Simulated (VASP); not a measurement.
Input of a VASP 6.6.1 run:

INCAR

```
ALGO     = Normal         # electronic algorithm
EDIFF    = 1E-6           # SCF threshold, eV
ENCUT    = 520            # plane-wave cutoff, eV
GGA      = PE             # functional
ISIF     = 2              # what is computed and relaxed
ISMEAR   = 0              # smearing method
LASPH    = True           # aspherical terms in the spheres
LCHARG   = False          # write CHGCAR
LREAL    = False          # projectors in reciprocal space
LWAVE    = False          # write WAVECAR
NBANDS   = 44             # bands
NELM     = 60             # most SCF steps
PREC     = Accurate       # precision mode
SIGMA    = 0.1            # smearing width, eV
```

Contents of KPOINTS:

```
k-points
0
Gamma
  4 4 4
```

Contents of POSCAR:

```
SiO2
1.0
   -2.8462575335      2.8462575335      5.6605413858
    2.8462575335     -2.8462575335      5.6605413858
    2.8462575335      2.8462575335     -5.6605413858
Si O
4 8
Direct
    0.3750000000      0.9873160553      0.1123160553
    0.7373160553      0.1250000000      0.1123160553
    0.0126839447      0.6250000000      0.8876839447
    0.8750000000      0.2626839447      0.8876839447
    0.4691950706     -0.0308049294     -0.0616098588
    0.2808049294      0.7191950706      0.0000000000
    0.1166845090      0.1166845090      0.0000000000
    0.6333154910      0.1333154910      0.5000000000
    0.8833154910      0.8833154910      0.0000000000
    0.8666845090      0.3666845090      0.5000000000
    0.7191950706      0.2808049294      0.0000000000
    1.0308049294      0.5308049294      1.0616098588
```

Potentials or basis: VASP PAW PBE potentials, release 64 (Si, O).

Launch:

```console
$ cat potpaw_PBE.64/Si/POTCAR potpaw_PBE.64/O/POTCAR > POTCAR
$ mpirun -np 1 vasp_std > vasp.out
```

(1) Predict the band gap on the k mesh.

(2) Predict the largest force.

Results:

(1) 4.84 eV, direct.

(2) 0.018 eV/Å.
